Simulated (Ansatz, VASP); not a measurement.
CdTe in VASP and in Ansatz

File INCAR:

```
PREC     = Accurate       # precision mode
ENCUT    = 520            # plane-wave cutoff, eV
EDIFF    = 1E-7           # SCF threshold, eV
ISMEAR   = 0              # smearing method
SIGMA    = 0.001          # smearing width, eV
LREAL    = False          # projectors in reciprocal space
LASPH    = True           # aspherical terms in the spheres
NELM     = 60             # most SCF steps
ALGO     = Normal         # electronic algorithm
ISIF     = 2              # what is computed and relaxed
LWAVE    = False          # write WAVECAR
LCHARG   = True           # write CHGCAR
GGA      = PE             # functional
LELF     = True           # ELF
LVHAR    = True         
NBANDS   = 16             # bands
```

Contents of KPOINTS:

```
regular mesh
0
Gamma
  4 4 4
```

File POSCAR:

```
CdTe
1.0
    0.0000000000      3.2799012430      3.2799012430
    3.2799012430      0.0000000000      3.2799012430
    3.2799012430      3.2799012430      0.0000000000
Cd Te
1 1
Direct
    0.0000000000      0.0000000000      0.0000000000
    0.2500000000      0.2500000000      0.2500000000
```

Input for Ansatz:

```yaml
crystal:
  lattice:
    - [0.0, 3.279901243, 3.279901243]
    - [3.279901243, 0.0, 3.279901243]
    - [3.279901243, 3.279901243, 0.0]
  atoms:
    - { symbol: Cd, position: [0.0, 0.0, 0.0] }
    - { symbol: Te, position: [0.25, 0.25, 0.25] }
kpoints:
  mp_grid: { grid: [4, 4, 4] }
hamiltonian:
  xc: pbe
scf:
  occupations: { method: gaussian, width: 0.001 }
  n_extra_bands: 4
output:
  forces: true
  stress: true
  eigenvalues: true
```

Alike in both runs: task single point; functional PBE; k mesh 4 × 4 × 4; occupations gaussian, width 0.001 eV; no spin polarisation.

|  | VASP | Ansatz |
| --- | --- | --- |
| version | VASP 6.6.1 | Ansatz 0.2.0 |
| potentials or method | VASP PAW PBE potentials, release 64 (Cd, Te) | plane waves |
| plane-wave cutoff (eV) | 520 | 420 |
| valence electrons in the cell | 18 | 36 |

|  | VASP | Ansatz | Ansatz less VASP |
| --- | --- | --- | --- |
| gap on the k mesh at the Fermi level (eV) | 0.65 | 0.65 | +0.002 |
| pressure (GPa) | 1.3 | 1.2 | -0.12 |

With one functional, cell and mesh, what is left measures potentials, basis and numerics. VASP's potentials hold 18 valence electrons a cell and Ansatz's 36, so a difference there can come from the potentials and not from the codes.

Neither program's run includes spin-orbit coupling.
